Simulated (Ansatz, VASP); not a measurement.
## Two plane-wave programs on CdS

```xyz
2
Lattice="0.0000 2.9096 2.9096 2.9096 0.0000 2.9096 2.9096 2.9096 0.0000" Properties=species:S:1:pos:R:3 pbc="T T T"
Cd    0.0000    0.0000    0.0000
S     1.4548    1.4548    1.4548
```

Alike in both runs: task single point; functional r2SCAN; k mesh 8 × 8 × 8; occupations gaussian, width 0.02 eV; no spin polarisation.

|  | VASP | Ansatz |
| --- | --- | --- |
| version | VASP 6.6.1 | Ansatz 0.2.0 |
| potentials or method | VASP PAW PBE potentials, release 64 (Cd, S), cutoff 520 eV | scalar-relativistic, plane waves, PAW |
| valence electrons in the cell | 18 | 26 |

Ansatz gave:

- gap on the k mesh at the Fermi level (eV): 1.61
- least direct gap on the mesh (eV): 1.61
- pressure (GPa): 1.9

Problem. Which values does VASP return?

Solution. gap on the k mesh at the Fermi level (eV): 1.61; least direct gap on the mesh (eV): 1.61; pressure (GPa): 2.3.

VASP's potentials were made for PBE, not for r2SCAN. VASP's potentials hold 18 valence electrons a cell and Ansatz's 26, so a difference there can come from the potentials and not from the codes.
